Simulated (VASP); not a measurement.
# ZnSe (Stilleite) (I-4m2) in VASP: notebook, part 2 of 2

VASP 6.6.1.

## 4. Single point, PBE (z stretched by -1 %, then relaxed in part)

INCAR

```
  PREC = Accurate
  ENCUT = 520
  EDIFF = 1E-6
  ISMEAR = -1
  SIGMA = 0.02
  LREAL = False
  LASPH = True
  NELM = 80
  ALGO = Normal
  ISIF = 2
  LWAVE = False
  LCHARG = True
  GGA = PE
  LELF = True
  LVHAR = True
  NBANDS = 16
```

KPOINTS

```
regular mesh
0
Gamma
  13 13 13
```

POSCAR

```
ZnSe
1.0
    0.0000000000      2.8338000000      2.8054620000
    2.8338000000      0.0000000000      2.8054620000
    2.8338000000      2.8338000000      0.0000000000
Zn Se
1 1
Direct
    0.0000000000      0.0000000000      0.0000000000
    0.2500000000      0.2500000000      0.2500000000
```

Potentials or basis: VASP PAW PBE potentials, release 64 (Zn, Se).

Started as:

```sh
cat potpaw_PBE.64/Zn/POTCAR potpaw_PBE.64/Se/POTCAR > POTCAR
mpirun -np 1 vasp_std > vasp.out
```

OUTCAR:

```text
PREC = Accurate
   ENCUT = 520
   EDIFF = 1E-6
   ISMEAR = -1
   LREAL = False
   LASPH = True
   NELM = 80
   ISIF = 2
   GGA = PE

 ion  position               nearest neighbor table
   1  0.000  0.000  0.000-   2 2.45   2 2.45   2 2.45   2 2.45
   2  0.250  0.250  0.250-   1 2.45   1 2.45   1 2.45   1 2.45

  LATTYP: Found a body centered tetragonal cell.
 ALAT       =     4.0075983931
 C/A-ratio  =     1.4000714267

  Lattice vectors:

 A1 = (   0.0000000000,  -2.8338000000,  -2.8054620000)
 A2 = (   0.0000000000,   2.8338000000,  -2.8054620000)
 A3 = (   2.8338000000,   0.0000000000,   2.8054620000)

Analysis of symmetry for initial positions (statically):
=====================================================================
 Subroutine PRICEL returns:
 Original cell was already a primitive cell.

 Routine SETGRP: Setting up the symmetry group for a
 body centered tetragonal supercell.

 Subroutine GETGRP returns: Found  8 space group operations
 (whereof  8 operations were pure point group operations)
 out of a pool of 16 trial point group operations.

[... 155 lines left out ...]
  ---------------------------------------------------
  ext. energy  EPLUGINS =         0.00000000
  ---------------------------------------------------
  free energy    TOTEN  =        -6.01294844 eV

  energy without entropy =       -6.01294844  energy(sigma->0) =       -6.01294844

 E-fermi :   2.1235     XC(G=0):  -9.3681

 val. band max:        1.7233719869   @ k =   0.0000   0.0000   0.0000
 cond. band min:       3.0301107977   @ k =   0.0000   0.0000   0.0000
 fundamental gap:      1.3067388109
 Fermi energy:         2.1235085463

 k-point     1 :       0.0000    0.0000    0.0000
  band No.  band energies     occupation
      1     -11.6249      2.00000
      2      -4.8847      2.00000
      3      -4.8847      2.00000
      4      -4.8802      2.00000
      5      -4.5052      2.00000
      6      -4.5034      2.00000
[... 433 lines left out ...]
      3      -4.7621      2.00000
      4      -4.5931      2.00000
      5      -4.4787      2.00000
      6      -4.4254      2.00000
[... 8 lines left out ...]
     15      14.3021      0.00000
     16      15.1081      0.00000

 [... further k-points ...]
[... 5 lines left out ...]
  --------------------------------------------------------------------------------------
  -------------------------------------------------------------------------------------
  Total        0.8228292      0.8228292      0.9149710      0.0000000      0.0000000     -0.0000000
  in kB       29.2581927     29.2581927     32.5345764      0.0000000      0.0000000     -0.0000000
  external PRESSURE =      30.3503206 kB  Pullay stress =       0.0000000 kB

 VOLUME and BASIS-vectors are now :
 -----------------------------------------------------------------------------
  energy-cutoff  :      520.00
  volume of cell :       45.06
      direct lattice vectors                 reciprocal lattice vectors
     0.000000000  2.833800000  2.805462000    -0.176441527  0.176441527  0.178223765
     2.833800000  0.000000000  2.805462000     0.176441527 -0.176441527  0.178223765
     2.833800000  2.833800000  0.000000000     0.176441527  0.176441527 -0.178223765

 POSITION                                       TOTAL-FORCE (eV/Angst)
 -----------------------------------------------------------------------------------
      0.00000      0.00000      0.00000         0.000000      0.000000      0.000000
      1.41690      1.41690      1.40273        -0.000000     -0.000000      0.000000
 -----------------------------------------------------------------------------------
    total drift:                               -0.000001     -0.000001      0.000000

  FREE ENERGIE OF THE ION-ELECTRON SYSTEM (eV)
  ---------------------------------------------------
  free  energy   TOTEN  =        -6.0129484388 eV

  energy  without entropy=       -6.0129484388  energy(sigma->0) =       -6.01294844
```

stdout:

```text
POSCAR found type information on POSCAR ZnSe
 POSCAR found :  2 types and       2 ions
 scaLAPACK will be used
 LDA part: xc-table for (Slater+PW92), standard interpolation
 POSCAR, INCAR and KPOINTS ok, starting setup
 FFT: planning ... GRIDC
 FFT: planning ... GRID_SOFT
 FFT: planning ... GRID
 WAVECAR not read
 entering main loop
```

Run time: 57 s. Hardware: 1 thread of Intel Xeon 6975P-C (Granite Rapids), shared host; peak memory 0.28 GiB.

Results:

| Item | Value |
| --- | --- |
| Free energy | -6.0129 eV |
| Pressure | 3.0 GPa |
| Band gap on the k mesh | 1.31 eV, direct |

Caveat: the cell differs from its parent crystal (z stretched by -1 %, then relaxed in part).

## 5. Single point, PBE (z stretched by +1 %, then relaxed in part)

INCAR

```
PREC     = Accurate       # precision mode
ENCUT    = 520            # plane-wave cutoff, eV
EDIFF    = 1E-6           # SCF threshold, eV
ISMEAR   = -1             # smearing method
SIGMA    = 0.02           # smearing width, eV
LREAL    = F              # projectors in reciprocal space
LASPH    = T              # aspherical terms in the spheres
NELM     = 100            # most SCF steps
ALGO     = Normal         # electronic algorithm
ISIF     = 2              # what is computed and relaxed
LWAVE    = F              # write WAVECAR
LCHARG   = T              # write CHGCAR
GGA      = PE             # functional
LELF     = T              # ELF
LVHAR    = T            
NBANDS   = 16             # bands
```

KPOINTS

```
Automatic mesh
0
Gamma
  13 13 13
```

POSCAR

```
ZnSe
1.0
    0.0000000000      2.8338000000      2.8621380000
    2.8338000000      0.0000000000      2.8621380000
    2.8338000000      2.8338000000      0.0000000000
Zn Se
1 1
Direct
    0.0000000000      0.0000000000      0.0000000000
    0.2500000000      0.2500000000      0.2500000000
```

Started as:

```sh
cat potpaw_PBE.64/Zn/POTCAR potpaw_PBE.64/Se/POTCAR > POTCAR
mpirun -np 1 vasp_std > vasp.out
```

Wall time 58 s (1 thread of Intel Xeon 6975P-C (Granite Rapids), shared host); peak memory 0.28 GiB.

It converged, with:

| Property | Result |
| --- | --- |
| Free energy | -6.0263 eV |
| Pressure | 1.7 GPa |
| Band gap on the k mesh | 1.24 eV, direct |

Stress tensor (GPa, compression positive):
```
1.81 0.00 0.00
0.00 1.81 0.00
0.00 0.00 1.46
```

Levels at points of the mesh, in eV from the valence-band top:
| k point | band 5 | band 6 | band 7 | band 8 | band 9 | band 10 | band 11 | band 12 | band 13 | band 14 |
| --- | --- | --- | --- | --- | --- | --- | --- | --- | --- | --- |
| (0.00, 0.00, 0.00) | -6.16 | -6.16 | -0.04 | 0.00 | 0.00 | 1.24 | 5.79 | 5.79 | 5.80 | 9.88 |

Caveat: the cell differs from its parent crystal (z stretched by +1 %, then relaxed in part).

## 6. Overview

| cell | gap on the mesh (eV) | pressure (GPa) |
| --- | --- | --- |
| a = 3.948, b = 3.948, c = 4.008 Å, angles 59.5, 59.5, 61.0°, 2 atoms | 1.34 | 4.5 |
| a = 3.968, b = 3.968, c = 4.008 Å, angles 59.7, 59.7, 60.7°, 2 atoms | 1.32 | 3.7 |
| a = 3.988, b = 3.988, c = 4.008 Å, angles 59.8, 59.8, 60.3°, 2 atoms | 1.31 | 3.0 |
| a = 4.028, b = 4.028, c = 4.008 Å, angles 60.2, 60.2, 59.7°, 2 atoms | 1.24 | 1.7 |

Alike in all rows: task single point; level PBE; potentials or basis VASP PAW PBE potentials, release 64 (Zn, Se); no spin polarisation; k mesh 13 × 13 × 13; cutoff (eV) 520; smearing fermi-dirac 0.02 eV.

Absolute energies hang on the potentials; compare differences alone.
